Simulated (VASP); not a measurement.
# PbS (P1) in VASP: single point with PBEsol

Aim: the single point of PbS with PBEsol.

Everything below comes from runs of VASP 6.6.1. Logs are shortened: lines on timing, memory, paths and dates and some standing lists are left out, and cuts for length are marked.

**1. The cell of the first run**

The typed cell holds 2 atoms: a = 3.654 Å, b = 3.654 Å, c = 3.654 Å, α = 90.00°, β = 90.00°, γ = 90.00°.

**2. Single point, PBEsol (one atom moved)**

INCAR

```
SYSTEM = PbS
PREC = Accurate ; ENCUT = 520
EDIFF = 1E-6 ; ISMEAR = 0
SIGMA = 0.1 ; LREAL = .False.
LASPH = .True. ; NELM = 80
ALGO = Normal ; ISIF = 2
LWAVE = .False. ; LCHARG = .False.
GGA = PS ; NBANDS = 17
```

KPOINTS

```
regular mesh
0
Gamma
  10 10 10
  0 0 0
```

POSCAR

```
PbS
1.0
    3.6536590000      0.0000000000      0.0000000000
    0.0000000000      3.6536590000      0.0000000000
    0.0000000000      0.0000000000      3.6536590000
Pb S
1 1
Direct
   -0.0871400424      0.0534122095     -0.0093987972
    0.5000000000      0.5000000000      0.5000000000
```

Potentials or basis: VASP PAW PBE potentials, release 64 (Pb_d, S).

Command:

```sh
$ cat potpaw_PBE.64/Pb_d/POTCAR potpaw_PBE.64/S/POTCAR > POTCAR
$ mpirun -np 1 vasp_std > vasp.out
```

OUTCAR:

```text
SYSTEM = PbS
   PREC = Accurate
   ENCUT = 520
   EDIFF = 1E-6
   ISMEAR = 0
   LREAL = .False.
   LASPH = .True.
   NELM = 80
   ISIF = 2
   GGA = PS

 ion  position               nearest neighbor table
   1  0.913  0.053  0.991-   2 2.85   2 2.90   2 3.09   2 3.13   2 3.24   2 3.28   2 3.45
   2  0.500  0.500  0.500-   1 2.85   1 2.90   1 3.09   1 3.13   1 3.24   1 3.28   1 3.45

  LATTYP: Found a simple cubic cell.
 ALAT       =     3.6536590000

  Lattice vectors:

 A1 = (   3.6536590000,   0.0000000000,   0.0000000000)
 A2 = (   0.0000000000,   3.6536590000,   0.0000000000)
 A3 = (   0.0000000000,   0.0000000000,   3.6536590000)

Analysis of symmetry for initial positions (statically):
=====================================================================
 Subroutine PRICEL returns:
 Original cell was already a primitive cell.

 Routine SETGRP: Setting up the symmetry group for a
 simple cubic supercell.

 Subroutine GETGRP returns: Found  1 space group operations
 (whereof  1 operations were pure point group operations)
 out of a pool of 48 trial point group operations.

The static configuration has the point symmetry C_1 .

Analysis of symmetry for dynamics (positions and initial velocities):
=====================================================================
 Subroutine PRICEL returns:
 Original cell was already a primitive cell.

 Routine SETGRP: Setting up the symmetry group for a
 simple cubic supercell.

 Subroutine GETGRP returns: Found  1 space group operations
 (whereof  1 operations were pure point group operations)
 out of a pool of 48 trial point group operations.

The dynamic configuration has the point symmetry C_1 .

 Subroutine INISYM returns: Found  1 space group operations
 (whereof  1 operations are pure point group operations),
 and found     1 'primitive' translations

----------------------------------------------------------------------------------------

                                     Primitive cell

  volume of cell :      48.7735

  direct lattice vectors                    reciprocal lattice vectors
     3.653659000  0.000000000  0.000000000     0.273698230  0.000000000  0.000000000
     0.000000000  3.653659000  0.000000000     0.000000000  0.273698230  0.000000000
     0.000000000  0.000000000  3.653659000     0.000000000  0.000000000  0.273698230

  length of vectors
     3.653659000  3.653659000  3.653659000     0.273698230  0.273698230  0.273698230

  position of ions in fractional coordinates (direct lattice)
     0.912859958  0.053412210  0.990601203
     0.500000000  0.500000000  0.500000000

  ion indices of the primitive-cell ions
   primitive index   ion index
                 1           1
                 2           2

----------------------------------------------------------------------------------------

 KPOINTS: regular mesh

Automatic generation of k-mesh.
 Grid dimensions read from file:
 generate k-points for:   10   10   10

 Generating k-lattice:

  Cartesian coordinates                     Fractional coordinates (reciprocal lattice)
     0.027369823  0.000000000  0.000000000     0.100000000  0.000000000  0.000000000
     0.000000000  0.027369823  0.000000000     0.000000000  0.100000000  0.000000000
     0.000000000  0.000000000  0.027369823     0.000000000  0.000000000  0.100000000

  Length of vectors
     0.027369823  0.027369823  0.027369823

  Shift w.r.t. Gamma in fractional coordinates (k-lattice)
     0.000000000  0.000000000  0.000000000

 Subroutine IBZKPT returns following result:
 ===========================================

 Found    504 irreducible k-points:

 Following reciprocal coordinates:
            Coordinates               Weight
  0.000000  0.000000  0.000000      1.000000
  0.100000  0.000000  0.000000      2.000000
  0.000000  0.100000  0.000000      2.000000
  0.000000  0.000000  0.100000      2.000000
  0.200000  0.000000  0.000000      2.000000
  0.000000  0.200000  0.000000      2.000000
[... 16 lines left out ...]
  0.200000  0.100000  0.000000      2.000000
  0.000000  0.200000  0.100000      2.000000
 [... further k-points ...]
   k-points           NKPTS =    504   k-points in BZ     NKDIM =    504   number of bands    NBANDS=     17
   number of dos      NEDOS =    301   number of ions     NIONS =      2
   total plane-waves  NPLWV =  21952
   dimension x,y,z NGX =    28 NGY =   28 NGZ =   28
   dimension x,y,z NGXF=    56 NGYF=   56 NGZF=   56
   ions per type =               1   1
   NGX,Y,Z   is equivalent  to a cutoff of  12.74, 12.74, 12.74 a.u.
   NGXF,Y,Z  is equivalent  to a cutoff of  25.48, 25.48, 25.48 a.u.
 SYSTEM =  PbS
   PREC   = accura    normal or accurate (medium, high low for compatibility)
   ISTART =      0    job   : 0-new  1-cont  2-samecut
   ICHARG =      2    charge: 1-file 2-atom 10-const
   ISPIN  =      1    spin polarized calculation?
   LNONCOLLINEAR =      F non collinear calculations
   LSORBIT =      F    spin-orbit coupling
   LASPH  =      T    aspherical Exc in radial PAW
   ENCUT  =  520.0 eV  38.22 Ry    6.18 a.u.   6.79  6.79  6.79*2*pi/ulx,y,z
   NELM   =     80;   NELMIN=  2; NELMDL= -5     # of ELM steps
   EDIFF  = 0.1E-05   stopping-criterion for ELM
   LREAL  =      F    real-space projection
   EDIFFG = 0.1E-04   stopping-criterion for IOM
   NSW    =      0    number of steps for IOM
   IBRION =     -1    ionic relax: 0-MD 1-quasi-New 2-CG
   NFREE  =      0    steps in history (QN), initial steepest desc. (CG)
   ISIF   =      2    stress and relaxation
   ISYM   =      2    0-nonsym 1-usesym 2-fastsym
   POTIM  = 0.5000    time-step for ionic-motion
   TEBEG  =    0.0;   TEEND  =   0.0 temperature during run
   PSTRESS=    0.0 pullay stress
   NELECT =      20.0000    total number of electrons
   NUPDOWN=      -1.0000    fix difference up-down
   EMIN   =  10.00;   EMAX   =-10.00  energy-range for DOS
   EFERMI =   0.00;   METHOD = LEGACY
   ISMEAR =     0;   SIGMA  =   0.10  broadening in eV -4-tet -1-fermi 0-gaus
   EFERMI_NEDOS =   21; number of points for ismear=-14 and -15
   IALGO  =     38    algorithm
   IMIX   =      4    mixing-type and parameters
     AMIX     =   0.40;   BMIX     =  1.00
     AMIX_MAG =   1.60;   BMIX_MAG =  1.00
  volume/ion in A,a.u.               =      24.39       164.57
  Fermi-wavevector in a.u.,A,eV,Ry     =   1.216252  2.298383 20.126668  1.479268
  Thomas-Fermi vector in A             =   2.351612
   LORBIT       =      0    0 simple, 1 ext, 2 COOP (PROOUT), +10 PAW based schemes
   GGA     = PS    functional components
   LHFCALC =     F    Hartree Fock is set to
   AEXX    =    0.0000 exact exchange contribution
   IVDW    =     0    specifies the selected vdW correction
   LEPSILON=     F    determine dielectric tensor
   LRPA    =     F    only Hartree local field effects (RPA)
 non-spin polarized calculation
 Gauss-broadening in eV      SIGMA  =   0.10
  energy-cutoff  :      520.00
  volume of cell :       48.77
 maximum number of plane-waves:      1357
   NGX = 13   NGY = 13   NGZ = 13

 number of electron      20.0000001 magnetization

 Free energy of the ion-electron system (eV)
  ---------------------------------------------------
  ext. energy  EPLUGINS =         0.00000000
  ---------------------------------------------------
  free energy    TOTEN  =        -9.05432544 eV

  energy without entropy =       -9.05207267  energy(sigma->0) =       -9.05319906

 E-fermi :   5.9065     XC(G=0): -10.3168

 val. band max:        5.8875181022   @ k =   0.4000   0.5000   0.4000
 cond. band min:       5.9115847946   @ k =   0.1000   0.2000   0.2000
 fundamental gap:      0.0240666924
 Fermi energy:         5.9064550773

 k-point     1 :       0.0000    0.0000    0.0000
  band No.  band energies     occupation
      1     -10.7663      2.00000
      2     -10.7526      2.00000
      3     -10.5555      2.00000
      4     -10.5526      2.00000
      5     -10.5394      2.00000
      6      -7.3186      2.00000
[... 9 lines left out ...]
     16      18.2154      0.00000
     17      18.4457      0.00000

 k-point     2 :       0.1000    0.0000    0.0000
  band No.  band energies     occupation
      1     -10.7538      2.00000
      2     -10.7490      2.00000
      3     -10.5613      2.00000
      4     -10.5575      2.00000
      5     -10.5397      2.00000
      6      -7.2371      2.00000
[... 9 lines left out ...]
     16      18.1702      0.00000
     17      18.2569      0.00000

 k-point     3 :       0.0000    0.1000    0.0000
  band No.  band energies     occupation
      1     -10.7617      2.00000
      2     -10.7407      2.00000
      3     -10.5618      2.00000
      4     -10.5542      2.00000
      5     -10.5432      2.00000
      6      -7.2330      2.00000
[... 9 lines left out ...]
     16      18.1183      0.00000
     17      18.2139      0.00000

 k-point     4 :       0.0000    0.0000    0.1000
  band No.  band energies     occupation
      1     -10.7643      2.00000
      2     -10.7378      2.00000
      3     -10.5586      2.00000
      4     -10.5552      2.00000
      5     -10.5461      2.00000
      6      -7.2300      2.00000
[... 9 lines left out ...]
     16      18.1313      0.00000
     17      18.1673      0.00000
[... 343 lines left out ...]
      1     -10.7565      2.00000
      2     -10.7291      2.00000
      3     -10.5625      2.00000
      4     -10.5592      2.00000
      5     -10.5503      2.00000
      6      -7.1447      2.00000
[... 9 lines left out ...]
     16      17.5123      0.00000
     17      17.7388      0.00000

 k-point    23 :       0.2000    0.1000    0.0000
  band No.  band energies     occupation
      1     -10.7384      2.00000
      2     -10.7059      2.00000
      3     -10.5854      2.00000
      4     -10.5716      2.00000
      5     -10.5442      2.00000
      6      -6.9189      2.00000
[... 9 lines left out ...]
     16      17.2833      0.00000
     17      17.3773      0.00000

 k-point    24 :       0.0000    0.2000    0.1000
  band No.  band energies     occupation
      1     -10.7478      2.00000
      2     -10.6951      2.00000
      3     -10.5796      2.00000
      4     -10.5722      2.00000
      5     -10.5522      2.00000
      6      -6.8987      2.00000
[... 9 lines left out ...]
     16      17.0426      0.00000
     17      17.3995      0.00000

 [... further k-points ...]
[... 5 lines left out ...]
  --------------------------------------------------------------------------------------
  -------------------------------------------------------------------------------------
  Total       -0.2732893     -0.5080876     -0.6821973     -0.1873575     -0.0422270      0.0446839
  in kB       -8.9773709    -16.6903370    -22.4097259     -6.1545694     -1.3871301      1.4678366
  external PRESSURE =     -16.0258113 kB  Pullay stress =       0.0000000 kB

 VOLUME and BASIS-vectors are now :
 -----------------------------------------------------------------------------
  energy-cutoff  :      520.00
  volume of cell :       48.77
      direct lattice vectors                 reciprocal lattice vectors
     3.653659000  0.000000000  0.000000000     0.273698230  0.000000000  0.000000000
     0.000000000  3.653659000  0.000000000     0.000000000  0.273698230  0.000000000
     0.000000000  0.000000000  3.653659000     0.000000000  0.000000000  0.273698230

 POSITION                                       TOTAL-FORCE (eV/Angst)
 -----------------------------------------------------------------------------------
      3.33528      0.19515      3.61932        -0.149609      0.109822     -0.017570
      1.82683      1.82683      1.82683         0.149609     -0.109822      0.017570
 -----------------------------------------------------------------------------------
    total drift:                                0.000147     -0.000031      0.000049

  FREE ENERGIE OF THE ION-ELECTRON SYSTEM (eV)
  ---------------------------------------------------
  free  energy   TOTEN  =        -9.0543254404 eV

  energy  without entropy=       -9.0520726715  energy(sigma->0) =       -9.05319906
```

It took 8.7 min on 1 thread of AMD EPYC 7R43 (Zen 3), shared host; peak memory 0.44 GiB.

What came out:

| Item | Value |
| --- | --- |
| Free energy | -9.0543 eV |
| Pressure | -1.6 GPa |
| Largest force | 0.186 eV/Å |
| Band gap on the k mesh | zero (band 10 reaches 5.93 eV, above the bottom of band 11 at 5.45 eV) |

Forces in eV/Å, atoms in the order of the input:
```
Pb  -0.150  0.110 -0.018
S    0.150 -0.110  0.018
```

Levels at points of the mesh, in eV from the Fermi level:
```tsv
k point	band 8	band 9	band 10	band 11	band 12	band 13
(0.00, 0.00, 0.00)	-1.70	-1.61	-1.39	4.30	5.03	6.75
(0.50, 0.00, 0.00)	-0.78	-0.68	-0.37	0.75	4.25	4.33
(0.00, 0.50, 0.00)	-0.76	-0.59	-0.16	0.79	4.03	4.32
(0.00, 0.00, 0.50)	-0.80	-0.49	-0.08	0.85	4.02	4.23
(0.50, 0.50, 0.00)	-4.41	-3.98	-0.34	4.02	4.22	5.73
(0.00, 0.50, 0.50)	-4.48	-4.41	-0.22	4.36	4.42	5.83
(0.50, 0.00, 0.50)	-4.34	-4.21	-0.29	4.17	4.26	5.77
(0.50, 0.50, 0.50)	-2.88	-2.84	-2.35	-0.46	0.18	0.28
```

Caveat: the cell differs from its parent crystal (one atom moved); the PAW data sets were made with another functional, which shifts forces and pressure a little; spin-orbit coupling is left out, which moves the levels of the heavy elements.
